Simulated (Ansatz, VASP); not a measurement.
## Two plane-wave programs on NbAl2

Contents of INCAR:

```
SYSTEM = NbAl2
  ALGO = Fast
  EDIFF = 1E-7
  EDIFFG = -0.01
  ENCUT = 600
  GGA = PE
  IBRION = 2
  ISIF = 3
  ISMEAR = 0
  LASPH = .True.
  LCHARG = .False.
  LREAL = .False.
  LWAVE = .False.
  NELM = 100
  NSW = 100
  PREC = Accurate
  SIGMA = 0.1
```

The input KPOINTS:

```
k-points
0
Gamma
  10 10 16
  0 0 0
```

POSCAR

```
NbAl2
1.0
    4.7682173465      0.0000000000      0.0000000000
    0.0000000000      4.7682173465      0.0000000000
    0.0000000000      0.0000000000      2.8095637199
Al Nb
2 1
Direct
    0.5000000000      0.0000000000      0.0000000000
    0.0000000000      0.5000000000      0.0000000000
    0.0000000000      0.0000000000      0.5000000000
```

Input for Ansatz:

```yaml
crystal:
  lattice:
    - [4.7682173465, 0.0, 0.0]
    - [0.0, 4.7682173465, 0.0]
    - [0.0, 0.0, 2.8095637199]
  atoms:
    - { symbol: Al, position: [0.5, 0.0, 0.0] }
    - { symbol: Al, position: [0.0, 0.5, 0.0] }
    - { symbol: Nb, position: [0.0, 0.0, 0.5] }
basis:
  ecutwfc: 420
kpoints:
  mp_grid: { grid: [10, 10, 16] }
hamiltonian:
  xc: pbe
scf:
  occupations: { method: gaussian, width: 0.1 }
output:
  forces: true
  stress: true
  eigenvalues: true
relax:
  adjacent_minimum: "off"
  f_tol: 0.01
  max_steps: 80
  cell: { stress_tol: 0.05 }
```

Alike in both runs: task relaxation of cell and atoms; functional PBE; k mesh 10 × 10 × 16; occupations gaussian, width 0.1 eV; no spin polarisation.

```csv
,VASP,Ansatz
version,VASP 6.6.1,Ansatz 0.2.0
potentials or method,"VASP PAW PBE potentials, release 64 (Al, Nb_sv), cutoff 600 eV","scalar-relativistic, plane waves, PAW"
valence electrons in the cell,19,19
```

```tsv
	VASP	Ansatz	Ansatz less VASP
gap on the k mesh at the Fermi level, each at its own relaxed structure (eV)	none	none	-
relaxed volume (Å³/atom)	21.37	21.39	+0.021
relaxed cell length with the largest relative difference (Å)	2.778	2.783	+0.0050
```

A gap of «none» marks a metal or a gap that the smearing closes.
